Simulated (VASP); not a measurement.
# PbSe (Fm-3m) in VASP: notebook, part 2 of 2

VASP 6.6.1. The steps go on from the part before.

### Step 4. Single point, PBE+D3(BJ) (volume 26.775 Å^3 an atom, c/a of the conventional cell 1.0000)

INCAR reads:

```
SYSTEM = PbSe
ALGO = Normal ; EDIFF = 1E-6
ENCUT = 520 ; GGA = PE
ISIF = 2 ; ISMEAR = 0
IVDW = 12 ; LASPH = .True.
LCHARG = .True. ; LELF = .True.
LREAL = .False. ; LVHAR = .True.
LWAVE = .False. ; NBANDS = 17
NELM = 60 ; PREC = Accurate
SIGMA = 0.03
```

KPOINTS reads:

```
k-points
0
Gamma
  10 10 10
  0 0 0
```

POSCAR reads:

```
PbSe
1.0
    0.0000000000      2.9916434108      2.9916434108
    2.9916434108      0.0000000000      2.9916434108
    2.9916434108      2.9916434108      0.0000000000
Pb Se
1 1
Direct
    0.0000000000      0.0000000000      0.0000000000
    0.5000000000      0.5000000000      0.5000000000
```

Potentials or basis: VASP PAW PBE potentials, release 64 (Pb_d, Se).

Run with:

```
$ cat potpaw_PBE.64/Pb_d/POTCAR potpaw_PBE.64/Se/POTCAR > POTCAR
$ mpirun -np 1 vasp_std > vasp.out
```

OUTCAR:

```text
SYSTEM = PbSe
   EDIFF = 1E-6
   ENCUT = 520
   GGA = PE
   ISIF = 2
   ISMEAR = 0
   IVDW = 12
   LASPH = .True.
   LREAL = .False.
   NELM = 60
   PREC = Accurate
 IVDW          = 12

 ion  position               nearest neighbor table
   1  0.000  0.000  0.000-   2 2.99   2 2.99   2 2.99   2 2.99   2 2.99   2 2.99
   2  0.500  0.500  0.500-   1 2.99   1 2.99   1 2.99   1 2.99   1 2.99   1 2.99

  LATTYP: Found a face centered cubic cell.
 ALAT       =     5.9832868216

  Lattice vectors:

 A1 = (   0.0000000000,   2.9916434108,   2.9916434108)
 A2 = (   2.9916434108,   0.0000000000,   2.9916434108)
 A3 = (   2.9916434108,   2.9916434108,   0.0000000000)

Analysis of symmetry for initial positions (statically):
=====================================================================
 Subroutine PRICEL returns:
 Original cell was already a primitive cell.

 Routine SETGRP: Setting up the symmetry group for a
 face centered cubic supercell.

 Subroutine GETGRP returns: Found 48 space group operations
 (whereof 48 operations were pure point group operations)
 out of a pool of 48 trial point group operations.

The static configuration has the point symmetry O_h .

Analysis of symmetry for dynamics (positions and initial velocities):
=====================================================================
 Subroutine PRICEL returns:
 Original cell was already a primitive cell.

 Routine SETGRP: Setting up the symmetry group for a
 face centered cubic supercell.

 Subroutine GETGRP returns: Found 48 space group operations
 (whereof 48 operations were pure point group operations)
 out of a pool of 48 trial point group operations.

The dynamic configuration has the point symmetry O_h .

 Subroutine INISYM returns: Found 48 space group operations
 (whereof 48 operations are pure point group operations),
 and found     1 'primitive' translations

----------------------------------------------------------------------------------------

                                     Primitive cell

  volume of cell :      53.5500

  direct lattice vectors                    reciprocal lattice vectors
     0.000000000  2.991643411  2.991643411    -0.167132218  0.167132218  0.167132218
     2.991643411  0.000000000  2.991643411     0.167132218 -0.167132218  0.167132218
     2.991643411  2.991643411  0.000000000     0.167132218  0.167132218 -0.167132218

  length of vectors
     4.230822685  4.230822685  4.230822685     0.289481494  0.289481494  0.289481494

  position of ions in fractional coordinates (direct lattice)
     0.000000000  0.000000000  0.000000000
     0.500000000  0.500000000  0.500000000

  ion indices of the primitive-cell ions
   primitive index   ion index
                 1           1
                 2           2

----------------------------------------------------------------------------------------

 KPOINTS: k-points

Automatic generation of k-mesh.
 Grid dimensions read from file:
 generate k-points for:   10   10   10

 Generating k-lattice:

  Cartesian coordinates                     Fractional coordinates (reciprocal lattice)
    -0.016713222  0.016713222  0.016713222     0.100000000  0.000000000  0.000000000
     0.016713222 -0.016713222  0.016713222     0.000000000  0.100000000  0.000000000
     0.016713222  0.016713222 -0.016713222     0.000000000  0.000000000  0.100000000

  Length of vectors
     0.028948149  0.028948149  0.028948149

  Shift w.r.t. Gamma in fractional coordinates (k-lattice)
     0.000000000  0.000000000  0.000000000

 Subroutine IBZKPT returns following result:
 ===========================================

 Found     47 irreducible k-points:

 Following reciprocal coordinates:
            Coordinates               Weight
  0.000000  0.000000  0.000000      1.000000
  0.100000  0.000000  0.000000      8.000000
  0.200000  0.000000  0.000000      8.000000
  0.300000  0.000000  0.000000      8.000000
  0.400000  0.000000  0.000000      8.000000
  0.500000  0.000000  0.000000      4.000000
[... 16 lines left out ...]
  0.300000  0.300000  0.000000      6.000000
  0.400000  0.300000  0.000000     24.000000
 [... further k-points ...]
   k-points           NKPTS =     47   k-points in BZ     NKDIM =     47   number of bands    NBANDS=     17
   number of dos      NEDOS =    301   number of ions     NIONS =      2
   total plane-waves  NPLWV =  32768
   dimension x,y,z NGX =    32 NGY =   32 NGZ =   32
   dimension x,y,z NGXF=    64 NGYF=   64 NGZF=   64
   ions per type =               1   1
   NGX,Y,Z   is equivalent  to a cutoff of  12.57, 12.57, 12.57 a.u.
   NGXF,Y,Z  is equivalent  to a cutoff of  25.15, 25.15, 25.15 a.u.
 SYSTEM =  PbSe
   PREC   = accura    normal or accurate (medium, high low for compatibility)
   ISTART =      0    job   : 0-new  1-cont  2-samecut
   ICHARG =      2    charge: 1-file 2-atom 10-const
   ISPIN  =      1    spin polarized calculation?
   LNONCOLLINEAR =      F non collinear calculations
   LSORBIT =      F    spin-orbit coupling
   LASPH  =      T    aspherical Exc in radial PAW
   ENCUT  =  520.0 eV  38.22 Ry    6.18 a.u.   7.87  7.87  7.87*2*pi/ulx,y,z
   NELM   =     60;   NELMIN=  2; NELMDL= -5     # of ELM steps
   EDIFF  = 0.1E-05   stopping-criterion for ELM
   LREAL  =      F    real-space projection
   EDIFFG = 0.1E-04   stopping-criterion for IOM
   NSW    =      0    number of steps for IOM
   IBRION =     -1    ionic relax: 0-MD 1-quasi-New 2-CG
   NFREE  =      0    steps in history (QN), initial steepest desc. (CG)
   ISIF   =      2    stress and relaxation
   ISYM   =      2    0-nonsym 1-usesym 2-fastsym
   POTIM  = 0.5000    time-step for ionic-motion
   TEBEG  =    0.0;   TEEND  =   0.0 temperature during run
   PSTRESS=    0.0 pullay stress
   NELECT =      20.0000    total number of electrons
   NUPDOWN=      -1.0000    fix difference up-down
   EMIN   =  10.00;   EMAX   =-10.00  energy-range for DOS
   EFERMI =   0.00;   METHOD = LEGACY
   ISMEAR =     0;   SIGMA  =   0.03  broadening in eV -4-tet -1-fermi 0-gaus
   EFERMI_NEDOS =   21; number of points for ismear=-14 and -15
   IALGO  =     38    algorithm
   IMIX   =      4    mixing-type and parameters
     AMIX     =   0.40;   BMIX     =  1.00
     AMIX_MAG =   1.60;   BMIX_MAG =  1.00
  volume/ion in A,a.u.               =      26.78       180.69
  Fermi-wavevector in a.u.,A,eV,Ry     =   1.178958  2.227908 18.911309  1.389942
  Thomas-Fermi vector in A             =   2.315278
   LORBIT       =      0    0 simple, 1 ext, 2 COOP (PROOUT), +10 PAW based schemes
   GGA     = PE    functional components
   LHFCALC =     F    Hartree Fock is set to
   AEXX    =    0.0000 exact exchange contribution
   IVDW    =    12    specifies the selected vdW correction
   LEPSILON=     F    determine dielectric tensor
   LRPA    =     F    only Hartree local field effects (RPA)
 non-spin polarized calculation
 Gauss-broadening in eV      SIGMA  =   0.03
  energy-cutoff  :      520.00
  volume of cell :       53.55
 maximum number of plane-waves:      1459
   NGX = 15   NGY = 15   NGZ = 15

 number of electron      20.0000001 magnetization

 Free energy of the ion-electron system (eV)
  ---------------------------------------------------
  ext. energy  EPLUGINS =         0.00000000
  ---------------------------------------------------
  free energy    TOTEN  =        -8.06860299 eV

  energy without entropy =       -8.06851456  energy(sigma->0) =       -8.06855878

 E-fermi :   6.0427     XC(G=0):  -9.8502

 val. band max:        6.0231654173   @ k =   0.5000   0.0000   0.0000
 cond. band min:       6.0623269801   @ k =   0.5000   0.0000   0.0000
 fundamental gap:      0.0391615628
 Fermi energy:         6.0427461991

 k-point     1 :       0.0000    0.0000    0.0000
  band No.  band energies     occupation
      1     -11.0178      2.00000
      2     -11.0178      2.00000
      3     -11.0178      2.00000
      4     -11.0175      2.00000
      5     -11.0175      2.00000
      6      -8.2559      2.00000
[... 9 lines left out ...]
     16      12.3063      0.00000
     17      13.8903      0.00000
[... 441 lines left out ...]
 k-point    24 :       0.4000    0.3000    0.0000
  band No.  band energies     occupation
      1     -11.1436      2.00000
      2     -11.0338      2.00000
      3     -11.0030      2.00000
      4     -10.9741      2.00000
      5     -10.9708      2.00000
      6      -6.9756      2.00000
[... 9 lines left out ...]
     16      16.7581      0.00000
     17      17.5145      0.00000

 [... further k-points ...]

------------------------ aborting loop because EDIFF is reached ----------------------------------------

 Edisp (eV)   -0.79003

 E8    (eV) :    -0.3683

  FORCE on cell =-STRESS in cart. coord.  units (eV):
  Direction    XX          YY          ZZ          XY          YZ          ZX
  --------------------------------------------------------------------------------------
  -------------------------------------------------------------------------------------
  Total       1.50785     1.50785     1.50785     0.00000    -0.00000     0.00000
  in kB      45.11383    45.11383    45.11383     0.00000    -0.00000     0.00000
  external pressure =       45.11 kB  Pullay stress =        0.00 kB

 VOLUME and BASIS-vectors are now :
 -----------------------------------------------------------------------------
  energy-cutoff  :      520.00
  volume of cell :       53.55
      direct lattice vectors                 reciprocal lattice vectors
     0.000000000  2.991643411  2.991643411    -0.167132218  0.167132218  0.167132218
     2.991643411  0.000000000  2.991643411     0.167132218 -0.167132218  0.167132218
     2.991643411  2.991643411  0.000000000     0.167132218  0.167132218 -0.167132218

 POSITION                                       TOTAL-FORCE (eV/Angst)
 -----------------------------------------------------------------------------------
      0.00000      0.00000      0.00000        -0.000000     -0.000000     -0.000000
      2.99164      2.99164      2.99164         0.000000      0.000000      0.000000
 -----------------------------------------------------------------------------------
    total drift:                                0.000000     -0.000000     -0.000000

  FREE ENERGIE OF THE ION-ELECTRON SYSTEM (eV)
  ---------------------------------------------------
  free  energy   TOTEN  =        -8.8586374460 eV

  energy  without entropy=       -8.8585490111  energy(sigma->0) =       -8.85859323
```

stdout:

```text
POSCAR found type information on POSCAR PbSe
 POSCAR found :  2 types and       2 ions
 scaLAPACK will be used
 LDA part: xc-table for (Slater+PW92), standard interpolation
 POSCAR, INCAR and KPOINTS ok, starting setup
 FFT: planning ... GRIDC
 FFT: planning ... GRID_SOFT
 FFT: planning ... GRID
 WAVECAR not read
 entering main loop
```

Wall time 28 s (1 thread of Intel Xeon Platinum 8488C (Sapphire Rapids), shared host); peak memory 0.2 GiB.

What came out:

```
Free energy                : -8.8586 eV
Pressure                   : 4.5 GPa
Band gap on the k mesh     : 0.04 eV, direct
Dispersion energy per atom : -0.395 eV
```

Levels at points of the mesh, in eV from the valence-band top:
```csv
k point,band 7,band 8,band 9,band 10,band 11,band 12,band 13,band 14
"(0.00, 0.00, 0.00)",-6.26,-2.28,-2.28,-2.28,4.79,4.79,4.79,6.28
"(0.50, 0.00, 0.00)",-9.30,-1.81,-1.81,0.00,0.04,1.46,1.46,8.56
"(0.50, 0.50, 0.00)",-7.59,-5.66,-3.76,-3.76,3.31,5.80,5.80,6.27
```

Caveat: spin-orbit coupling is left out, which moves the levels of the heavy elements. A k mesh can miss the band edges.

### Step 5. The runs side by side

| cell | gap on the mesh (eV) | pressure (GPa) |
| --- | --- | --- |
| a = 4.157 Å, angles 60.0°, 2 atoms | 0.19 | 8.6 |
| a = 4.194 Å, angles 60.0°, 2 atoms | 0.07 | 6.4 |
| a = 4.231 Å, angles 60.0°, 2 atoms | 0.04 | 4.5 |

Alike in all rows: task single point; level PBE+D3(BJ); potentials or basis VASP PAW PBE potentials, release 64 (Pb_d, Se); no spin polarisation; k mesh 10 × 10 × 10; cutoff (eV) 520; smearing gaussian 0.03 eV.

Caveats: spin-orbit coupling is left out, which moves the levels of the heavy elements.

Absolute energies hang on the potentials; compare differences alone.
